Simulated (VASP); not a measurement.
# InP (F-43m) in VASP: notebook, part 2 of 2

VASP 6.6.1. The steps go on from the part before.

### 3 Relaxation of cell and atoms, PBEsol

This run uses another cell than the first one, of 25.72 Å³/atom, 1.013 times its volume.

INCAR

```
ALGO     = Normal         # electronic algorithm
EDIFF    = 1E-6           # SCF threshold, eV
EDIFFG   = -0.005         # ionic threshold
ENCUT    = 600            # plane-wave cutoff, eV
GGA      = PS             # functional
IBRION   = 2              # ionic algorithm
ISIF     = 3              # what is computed and relaxed
ISMEAR   = 0              # smearing method
LASPH    = True           # aspherical terms in the spheres
LCHARG   = False          # write CHGCAR
LREAL    = False          # projectors in reciprocal space
LWAVE    = False          # write WAVECAR
NELM     = 100            # most SCF steps
NSW      = 100            # ionic steps
PREC     = Accurate       # precision mode
SIGMA    = 0.02           # smearing width, eV
```

KPOINTS

```
k-points
0
Gamma
  10 10 10
```

POSCAR

```
InP
1.0
    0.0000000000      2.9519763857      2.9519763857
    2.9519763857      0.0000000000      2.9519763857
    2.9519763857      2.9519763857      0.0000000000
In P
1 1
Direct
    0.0000000000      0.0000000000      0.0000000000
    0.2500000000      0.2500000000      0.2500000000
```

Potentials or basis: VASP PAW PBE potentials, release 64 (In_d, P).

Command:

```
$ cat potpaw_PBE.64/In_d/POTCAR potpaw_PBE.64/P/POTCAR > POTCAR
$ mpirun -np 1 vasp_std > vasp.out
```

OUTCAR:

```text
EDIFF = 1E-6
   EDIFFG = -0.005
   ENCUT = 600
   GGA = PS
   IBRION = 2
   ISIF = 3
   ISMEAR = 0
   LASPH = True
   LREAL = False
   NELM = 100
   NSW = 100
   PREC = Accurate

 ion  position               nearest neighbor table
   1  0.000  0.000  0.000-   2 2.56   2 2.56   2 2.56   2 2.56
   2  0.250  0.250  0.250-   1 2.56   1 2.56   1 2.56   1 2.56

  LATTYP: Found a face centered cubic cell.
 ALAT       =     5.9039527714

  Lattice vectors:

 A1 = (   0.0000000000,   2.9519763857,   2.9519763857)
 A2 = (   2.9519763857,   0.0000000000,   2.9519763857)
 A3 = (   2.9519763857,   2.9519763857,   0.0000000000)

Analysis of symmetry for initial positions (statically):
=====================================================================
 Subroutine PRICEL returns:
 Original cell was already a primitive cell.

 Routine SETGRP: Setting up the symmetry group for a
 face centered cubic supercell.

 Subroutine GETGRP returns: Found 24 space group operations
 (whereof 24 operations were pure point group operations)
 out of a pool of 48 trial point group operations.

The static configuration has the point symmetry T_d .

Analysis of symmetry for dynamics (positions and initial velocities):
=====================================================================
 Subroutine PRICEL returns:
 Original cell was already a primitive cell.

 Routine SETGRP: Setting up the symmetry group for a
 face centered cubic supercell.

 Subroutine GETGRP returns: Found 24 space group operations
 (whereof 24 operations were pure point group operations)
 out of a pool of 48 trial point group operations.

The dynamic configuration has the point symmetry T_d .

 Subroutine INISYM returns: Found 24 space group operations
 (whereof 24 operations are pure point group operations),
 and found     1 'primitive' translations

----------------------------------------------------------------------------------------

                                     Primitive cell

  volume of cell :      51.4480

  direct lattice vectors                    reciprocal lattice vectors
     0.000000000  2.951976386  2.951976386    -0.169378049  0.169378049  0.169378049
     2.951976386  0.000000000  2.951976386     0.169378049 -0.169378049  0.169378049
     2.951976386  2.951976386  0.000000000     0.169378049  0.169378049 -0.169378049

  length of vectors
     4.174725040  4.174725040  4.174725040     0.293371386  0.293371386  0.293371386

  position of ions in fractional coordinates (direct lattice)
     0.000000000  0.000000000  0.000000000
     0.250000000  0.250000000  0.250000000

  ion indices of the primitive-cell ions
   primitive index   ion index
                 1           1
                 2           2

----------------------------------------------------------------------------------------

 KPOINTS: k-points

Automatic generation of k-mesh.
 Grid dimensions read from file:
 generate k-points for:   10   10   10

 Generating k-lattice:

  Cartesian coordinates                     Fractional coordinates (reciprocal lattice)
    -0.016937805  0.016937805  0.016937805     0.100000000  0.000000000  0.000000000
[... 46 lines left out ...]
   ions per type =               1   1
   NGX,Y,Z   is equivalent  to a cutoff of  14.34, 14.34, 14.34 a.u.
   NGXF,Y,Z  is equivalent  to a cutoff of  28.67, 28.67, 28.67 a.u.
 SYSTEM =  unknown system
   PREC   = accura    normal or accurate (medium, high low for compatibility)
   ISTART =      0    job   : 0-new  1-cont  2-samecut
   ICHARG =      2    charge: 1-file 2-atom 10-const
   ISPIN  =      1    spin polarized calculation?
   LNONCOLLINEAR =      F non collinear calculations
   LSORBIT =      F    spin-orbit coupling
   LASPH  =      T    aspherical Exc in radial PAW
   ENCUT  =  600.0 eV  44.10 Ry    6.64 a.u.   8.34  8.34  8.34*2*pi/ulx,y,z
   NELM   =    100;   NELMIN=  2; NELMDL= -5     # of ELM steps
   EDIFF  = 0.1E-05   stopping-criterion for ELM
   LREAL  =      F    real-space projection
   EDIFFG = -.5E-02   stopping-criterion for IOM
   NSW    =    100    number of steps for IOM
   IBRION =      2    ionic relax: 0-MD 1-quasi-New 2-CG
   NFREE  =      1    steps in history (QN), initial steepest desc. (CG)
   ISIF   =      3    stress and relaxation
   ISYM   =      2    0-nonsym 1-usesym 2-fastsym
   POTIM  = 0.5000    time-step for ionic-motion
   TEBEG  =    0.0;   TEEND  =   0.0 temperature during run
   PSTRESS=    0.0 pullay stress
   NELECT =      18.0000    total number of electrons
   NUPDOWN=      -1.0000    fix difference up-down
   EMIN   =  10.00;   EMAX   =-10.00  energy-range for DOS
   EFERMI =   0.00;   METHOD = LEGACY
   ISMEAR =     0;   SIGMA  =   0.02  broadening in eV -4-tet -1-fermi 0-gaus
   EFERMI_NEDOS =   21; number of points for ismear=-14 and -15
   IALGO  =     38    algorithm
   IMIX   =      4    mixing-type and parameters
     AMIX     =   0.40;   BMIX     =  1.00
     AMIX_MAG =   1.60;   BMIX_MAG =  1.00
  volume/ion in A,a.u.               =      25.72       173.59
  Fermi-wavevector in a.u.,A,eV,Ry     =   1.153567  2.179925 18.105499  1.330717
  Thomas-Fermi vector in A             =   2.290210
   LORBIT       =      0    0 simple, 1 ext, 2 COOP (PROOUT), +10 PAW based schemes
   GGA     = PS    functional components
   LHFCALC =     F    Hartree Fock is set to
   AEXX    =    0.0000 exact exchange contribution
   IVDW    =     0    specifies the selected vdW correction
   LEPSILON=     F    determine dielectric tensor
   LRPA    =     F    only Hartree local field effects (RPA)
 conjugate gradient relaxation of ions
 non-spin polarized calculation
 Gauss-broadening in eV      SIGMA  =   0.02
  energy-cutoff  :      600.00
  volume of cell :       51.45
 maximum number of plane-waves:      1759
 NGX is ok and might be reduce to    36
   NGX = 17   NGY = 17   NGZ = 17

--------------------------------------- Ionic step        1  -------------------------------------------

 number of electron      17.9999998 magnetization

 Free energy of the ion-electron system (eV)
  ---------------------------------------------------
  ext. energy  EPLUGINS =         0.00000000
  ---------------------------------------------------
  free energy    TOTEN  =        -9.15544715 eV

  energy without entropy =       -9.15544715  energy(sigma->0) =       -9.15544715

------------------------ aborting loop because EDIFF is reached ----------------------------------------

  FORCE on cell =-STRESS in cart. coord.  units (eV):
  Direction    XX          YY          ZZ          XY          YZ          ZX
  --------------------------------------------------------------------------------------
  -------------------------------------------------------------------------------------
  Total       -0.2650576     -0.2650576     -0.2650576     -0.0000000      0.0000000      0.0000000
  in kB       -8.2543378     -8.2543378     -8.2543378     -0.0000000      0.0000000      0.0000000
  external PRESSURE =      -8.2543378 kB  Pullay stress =       0.0000000 kB
[... 59 lines left out ...]
--------------------------------------- Ionic step        3  -------------------------------------------

 number of electron      17.9999998 magnetization

 Free energy of the ion-electron system (eV)
  ---------------------------------------------------
  ext. energy  EPLUGINS =         0.00000000
  ---------------------------------------------------
  free energy    TOTEN  =        -9.15713615 eV

  energy without entropy =       -9.15713615  energy(sigma->0) =       -9.15713615

 E-fermi :   5.1021     XC(G=0):  -9.4388

 val. band max:        4.9903768250   @ k =   0.0000   0.0000   0.0000
 cond. band min:       5.5560889048   @ k =   0.0000   0.0000   0.0000
 fundamental gap:      0.5657120798
 Fermi energy:         5.1020523045

 k-point     1 :       0.0000    0.0000    0.0000
  band No.  band energies     occupation
      1      -9.1393      2.00000
      2      -9.1393      2.00000
      3      -9.1393      2.00000
      4      -8.9892      2.00000
      5      -8.9892      2.00000
      6      -6.4943      2.00000
      7       4.9904      2.00000
      8       4.9904      2.00000
      9       4.9904      2.00000
     10       5.5561      0.00000
     11       9.0074      0.00000
     12       9.0074      0.00000
     13       9.0074      0.00000
[... 354 lines left out ...]
  band No.  band energies     occupation
      1      -9.2863      2.00000
      2      -9.0640      2.00000
      3      -9.0607      2.00000
      4      -9.0242      2.00000
      5      -8.9630      2.00000
      6      -4.8294      2.00000
      7       0.2296      2.00000
      8       2.7951      2.00000
      9       3.0665      2.00000
     10       7.1392      0.00000
     11       7.9326      0.00000
     12      11.7336      0.00000
     13      12.4103      0.00000

 [... further k-points ...]
[... 5 lines left out ...]
  --------------------------------------------------------------------------------------
  -------------------------------------------------------------------------------------
  Total        0.0054357      0.0054357      0.0054357      0.0000000      0.0000000      0.0000000
  in kB        0.1714404      0.1714404      0.1714404      0.0000000      0.0000000      0.0000000
  external PRESSURE =       0.1714404 kB  Pullay stress =       0.0000000 kB
[... 17 lines left out ...]
  FREE ENERGIE OF THE ION-ELECTRON SYSTEM (eV)
  ---------------------------------------------------
  free  energy   TOTEN  =        -9.1571361495 eV

  energy  without entropy=       -9.1571361495  energy(sigma->0) =       -9.15713615

 reached required accuracy - stopping structural energy minimisation
```

It took 53 s on 1 thread of AMD EPYC 9R45 (Zen 5), shared host; peak memory 0.2 GiB.

What came out:

```
Free energy                            : -9.1571 eV
Relaxed volume                         : 25.40 Å³/atom
Relaxed cell                           : a = 4.157 Å, b = 4.157 Å, c = 4.157 Å, α = 60.00°, β = 60.00°, γ = 60.00°
Space group after relaxing (to 0.05 Å) : F-43m (No. 216)
Energy gained by relaxing              : 0.8 meV/atom
Ionic steps                            : 3
Pressure after relaxing                : 0.0 GPa
Band gap on the k mesh                 : 0.57 eV, direct
```

The path:
| step | energy change (eV) | largest force (eV/Å) | pressure (GPa) | volume (Å³) |
| --- | --- | --- | --- | --- |
| 1 | 0.0000 | 0.0000 | -0.83 | 51.45 |
| 2 | -0.0012 | 0.0000 | 0.45 | 50.47 |
| 3 | -0.0017 | 0.0000 | 0.02 | 50.80 |

Final structure:
```
In P
1.0
     0.00000    2.93951    2.93951
     2.93951    0.00000    2.93951
     2.93951    2.93951    0.00000
In P
1 1
Direct
  0.00000 0.00000 0.00000
  0.25000 0.25000 0.25000
```

Levels at points of the mesh, in eV from the valence-band top:
```
           k point  band 6  band 7  band 8  band 9  band 10  band 11  band 12  band 13
(0.00, 0.00, 0.00)  -11.48    0.00    0.00    0.00     0.57     4.02     4.02     4.02
(0.50, 0.00, 0.00)   -9.76   -5.75   -0.97   -0.97     1.38     4.74     4.74     6.93
(0.50, 0.50, 0.00)   -9.11   -5.78   -2.32   -2.32     1.65     2.17     9.04     9.47
```

Caveat: the PAW data sets were made with another functional, which shifts forces and pressure a little; spin-orbit coupling is left out, which moves the levels of the heavy elements.
